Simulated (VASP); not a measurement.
C: single point with LDA

C:

```xyz
10
Lattice="-2.4913 0.0000 0.0000 -1.2456 -2.1575 0.0000 0.0000 0.7192 10.2539" Properties=species:S:1:pos:R:3 pbc="T T T"
C     0.9961    0.5751    8.9635
C    -2.7408   -1.5824    7.4366
C    -0.2495   -0.1441    1.2898
C    -2.7408   -1.5824    4.8564
C    -0.2495   -0.1441    2.8177
C    -2.7408   -1.5824    3.3284
C    -0.2495   -0.1441    9.4776
C    -1.4951   -0.8632    6.9225
C    -1.4951   -0.8632    0.7759
C    -1.4951   -0.8632    5.3703
```

```yaml
Program: VASP 6.6.1
Task: single point
Functional: LDA
Potentials_or_basis: VASP PAW LDA potentials, release 64 (C_h)
Cutoff: 910 eV
k_mesh: 10 × 10 × 3
Occupations: gaussian, width 0.05 eV
Spin: no spin polarisation
```

- Pressure: 4.7 GPa
- Largest force: 3.302 eV/Å
- Band gap on the k mesh: zero (bands 20 and 21 overlap by 0.54 eV)

Forces on the atoms (eV/Å):
```
C    0.000  0.693  0.061
C    0.000  0.356 -0.618
C    0.000  0.709 -0.080
C    0.000  0.019  0.156
C    0.000  0.373  0.643
C    0.000 -0.015 -0.192
C    0.000 -1.081 -3.114
C    0.000  0.008  0.174
C    0.000 -1.064  3.126
C    0.000  0.000 -0.155
```

Stress tensor (GPa, compression positive):
```
-12.40   0.00   0.00
  0.00   3.12   0.37
  0.00   0.37  23.44
```

Levels at points of the mesh, in eV from the Fermi level:
```tsv
k point	band 17	band 18	band 19	band 20	band 21	band 22	band 23	band 24
(0.00, 0.00, 0.00)	-0.59	-0.53	-0.29	0.42	4.95	5.54	5.81	5.91
(0.50, 0.00, 0.00)	-4.83	-4.25	-3.44	-0.03	0.03	4.79	5.32	5.97
(0.00, 0.50, 0.00)	-4.83	-3.61	-3.57	-2.93	3.49	4.80	5.58	6.32
```

It took 7.3 min on 1 thread of Intel(R) Xeon(R) Platinum 8488C (Sapphire Rapids) (shared host), peak memory 0.36 GiB.

Caveat: the cutoff is under 1.25 times the usual one of these potentials, so pressure, stress and relaxed cells hold a basis-set (Pulay) error; the cell stands under pressure; forces of over 1 eV/Å act on the atoms, so gaps and moduli don't describe the material at rest.
